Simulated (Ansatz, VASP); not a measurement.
Rb in VASP and in Ansatz

```xyz
1
Lattice="-2.7837 2.7837 2.7837 2.7837 -2.7837 2.7837 2.7837 2.7837 -2.7837" Properties=species:S:1:pos:R:3 pbc="T T T"
Rb    0.0000    0.0000    0.0000
```

Change from the starting cell: volume scaled by 0.98.

Alike in both runs: task single point; functional PBE; k mesh 7 × 7 × 7; occupations fermi-dirac, width 0.05 eV; no spin polarisation.

```csv
,VASP,Ansatz
version,VASP 6.6.1,Ansatz 0.2.0
potentials or method,"VASP PAW PBE potentials, release 64 (Rb_sv), cutoff 500 eV","all-electron LAPW, scalar-relativistic"
```

```tsv
	VASP	Ansatz	Ansatz less VASP
gap on the k mesh at the Fermi level (eV)	none	none	-
pressure (GPa)	0.2	0.2	0.00
```

A gap of «none» marks a metal or a gap that the smearing closes. Ansatz ran all-electron here, and VASP with PAW potentials.
